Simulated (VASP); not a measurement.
**Rh: single point with PBEsol**

Crystal: Rh.

```
Rh
1.0
     2.77194    0.00000    0.00000
    -1.38597    2.40057    0.00000
     0.00000    0.00000    4.29563
Rh
2
Direct
  0.66667 0.33333 0.75000
  0.33333 0.66667 0.25000
```

This cell differs from its parent crystal: strain +0.015 along x and y, -0.030 along z.

```yaml
Program: VASP 6.6.1
Task: single point
Functional: PBEsol
Potentials_or_basis: VASP PAW PBE potentials, release 64 (Rh_pv)
Cutoff: 520 eV
k_mesh: 18 × 18 × 12
Occupations: gaussian, width 0.15 eV
Spin: no spin polarisation
```

- Pressure: -13.0 GPa
- Band gap on the k mesh: zero (band 15 reaches 11.72 eV, above the bottom of band 16 at 9.53 eV)

Stress tensor (GPa, compression positive):
```
-15.87   0.00   0.00
  0.00 -15.87   0.00
  0.00   0.00  -7.15
```

Levels at points of the mesh, in eV from the Fermi level:
| k point | band 13 | band 14 | band 15 | band 16 | band 17 | band 18 |
| --- | --- | --- | --- | --- | --- | --- |
| (0.00, 0.00, 0.00) | -2.33 | -2.11 | -2.11 | 0.10 | 0.10 | 1.11 |
| (0.50, 0.00, 0.00) | -1.97 | 0.19 | 0.55 | 0.71 | 2.76 | 4.73 |
| (0.00, 0.00, 0.50) | -2.93 | -2.93 | -0.41 | -0.41 | -0.41 | -0.41 |
| (0.50, 0.00, 0.50) | -0.34 | -0.34 | 0.42 | 0.42 | 2.51 | 2.51 |

Run time: 65 s on 1 thread of Intel(R) Xeon(R) 6975P-C (Granite Rapids) (shared host), peak memory 0.24 GiB.

Caveat: the cell differs from its parent crystal (strain +0.015 along x and y, -0.030 along z); the PAW data sets were made with another functional, which shifts forces and pressure a little.
